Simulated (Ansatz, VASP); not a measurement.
# One calculation of MgO, two programs

Contents of INCAR:

```
SYSTEM = MgO
PREC = Accurate
ENCUT = 600
EDIFF = 1E-6
ISMEAR = 0
SIGMA = 0.01
LREAL = .FALSE.
LASPH = .TRUE.
NELM = 120
ALGO = Normal
ISIF = 2
LWAVE = .FALSE.
LCHARG = .FALSE.
GGA = PE
NBANDS = 11
GGA_COMPAT = .FALSE.
```

File KPOINTS:

```
Automatic mesh
0
G
  8 8 8
  0 0 0
```

POSCAR

```
MgO
1.0
    2.9818690000      0.0000000000      0.0000000000
    1.4909345000      2.5823743048      0.0000000000
    1.4909345000      0.8607914349      2.4346858433
Mg O
1 1
Direct
    0.0000000000      0.0000000000      0.0000000000
    0.5000000000      0.5000000000      0.5000000000
```

Input for Ansatz:

```yaml
crystal:
  lattice:
    - [2.981869, 0.0, 0.0]
    - [1.4909345000000003, 2.5823743047573, 0.0]
    - [1.4909345000000003, 0.8607914349191003, 2.4346858432743774]
  atoms:
    - { symbol: Mg, position: [0.0, 0.0, 0.0] }
    - { symbol: O, position: [0.5000000000000001, 0.5, 0.5] }
kpoints:
  mp_grid:
    grid: [8, 8, 8]
hamiltonian:
  xc: pbe
scf:
  occupations:
    method: fixed
output:
  band_densities:
    - { bands: [v1, v1] }
    - { bands: [c1, c1] }
```

Alike in both runs: task single point; functional PBE; k mesh 8 × 8 × 8; no spin polarisation.

|  | VASP | Ansatz |
| --- | --- | --- |
| version | VASP 6.6.1 | Ansatz 0.2.0 |
| potentials or method | VASP PAW PBE potentials, release 64 (Mg, O) | plane waves, PAW |
| plane-wave cutoff (eV) | 600 | 420 |
| occupations | gaussian, width 0.01 eV | fixed |
| valence electrons in the cell | 8 | 16 |

```csv
,VASP,Ansatz,Ansatz less VASP
gap on the k mesh at the Fermi level (eV),4.69,4.71,+0.016
```

VASP's potentials hold 8 valence electrons a cell and Ansatz's 16, so a difference there can come from the potentials and not from the codes.
